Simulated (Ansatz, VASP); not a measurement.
**Te in VASP and in Ansatz**

```
CELL_PARAMETERS angstrom
4.31525 0.00000 0.00000
-2.15763 3.73712 0.00000
0.00000 0.00000 5.95594
ATOMIC_POSITIONS crystal
Te 0.28433 0.00000 0.33333
Te 0.00000 0.28433 0.66667
Te 0.71567 0.71567 0.00000
```

Alike in both runs: functional PBEsol; k mesh 12 × 12 × 8; occupations gaussian, width 0.1 eV; no spin polarisation.

Ansatz relaxed the structure, and its values are those at the end. VASP's run is a single point on that final structure, the one shown.

|  | VASP | Ansatz |
| --- | --- | --- |
| version | VASP 6.6.1 | Ansatz 0.2.0 |
| potentials or method | VASP PAW PBE potentials, release 64 (Te), cutoff 520 eV | scalar-relativistic, plane waves, PAW |
| valence electrons in the cell | 18 | 48 |

```tsv
	VASP	Ansatz	Ansatz less VASP
gap on the k mesh at the Fermi level (eV)	none	none	-
pressure (GPa)	0.1	0.0	-0.07
rms of the force components (eV/Å)	0.008	0.001	-0.0070
```

VASP's potentials were made for PBE, not for PBEsol. A gap of «none» marks a metal or a gap that the smearing closes. The functional is the same, so the differences come from potentials, cutoffs and numerics. VASP's potentials hold 18 valence electrons a cell and Ansatz's 48, so a difference there can come from the potentials and not from the codes.

Spin-orbit coupling is off throughout.
